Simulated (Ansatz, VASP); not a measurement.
One calculation of BaY3Si, two programs

File INCAR:

```
ALGO     = Normal         # electronic algorithm
EDIFF    = 1E-6           # SCF threshold, eV
EDIFFG   = -0.04          # ionic threshold
ENCUT    = 600            # plane-wave cutoff, eV
GGA      = PE             # functional
IBRION   = 2              # ionic algorithm
ISIF     = 3              # what is computed and relaxed
ISMEAR   = 0              # smearing method
LASPH    = True           # aspherical terms in the spheres
LCHARG   = False          # write CHGCAR
LREAL    = False          # projectors in reciprocal space
LWAVE    = False          # write WAVECAR
NELM     = 60             # most SCF steps
NSW      = 90             # ionic steps
PREC     = Accurate       # precision mode
SIGMA    = 0.1            # smearing width, eV
```

KPOINTS

```
k-points
0
Gamma
  3 3 3
```

File POSCAR:

```
BaY3Si
1.0
    3.5569915300      2.0536300200      3.4808430800
   -3.5569915300      2.0536300200      3.4808430800
    0.0000000000     -4.1072600400      3.4808430800
Ba Y Si
1 3 1
Direct
    0.0000000000      0.0000000000      0.0000000000
    0.5000000000      0.5000000000      0.0000000000
    0.0000000000      0.5000000000      0.5000000000
    0.5000000000      0.0000000000      0.5000000000
    0.5000000000      0.5000000000      0.5000000000
```

Input for Ansatz:

```yaml
crystal:
  lattice:
    - [3.55699153, 2.05363002, 3.48084308]
    - [-3.55699153, 2.05363002, 3.48084308]
    - [0.0, -4.10726004, 3.48084308]
  atoms:
    - { symbol: Ba, position: [0.0, 0.0, 0.0] }
    - { symbol: "Y", position: [0.5, 0.5, 0.0] }
    - { symbol: "Y", position: [0.0, 0.5, 0.5] }
    - { symbol: "Y", position: [0.5, 0.0, 0.5] }
    - { symbol: Si, position: [0.5, 0.5, 0.5] }
basis:
  ecutwfc: 420
kpoints:
  mp_grid: { grid: [3, 3, 3] }
hamiltonian:
  xc: pbe
scf:
  occupations: { method: gaussian, width: 0.1 }
  lower_state_search: "off"
output:
  forces: true
  stress: true
  eigenvalues: true
relax:
  adjacent_minimum: "off"
  f_tol: 0.04
  max_steps: 70
  cell: { stress_tol: 0.4 }
```

Alike in both runs: task relaxation of cell and atoms; functional PBE; k mesh 3 × 3 × 3; occupations gaussian, width 0.1 eV; no spin polarisation.

```csv
,VASP,Ansatz
version,VASP 6.6.1,Ansatz 0.2.0
potentials or method,"VASP PAW PBE potentials, release 64 (Ba_sv, Y_sv, Si), cutoff 600 eV","scalar-relativistic, plane waves, PAW"
valence electrons in the cell,47,47
```

```tsv
	VASP	Ansatz	Ansatz less VASP
gap on the k mesh at the Fermi level, each at its own relaxed structure (eV)	none	none	-
relaxed volume (Å³/atom)	35.43	35.48	+0.050
relaxed length of the cell vector where the two differ most in proportion (Å)	5.617	5.622	+0.0054
```

A gap of «none» marks a metal or a gap that the smearing closes.

The k mesh is coarse, so the values compare programs but aren't converged. Spin-orbit coupling is off throughout. Noted on VASP's run: the volume moved by over 15 % at a fixed basis, so the end points are rough.
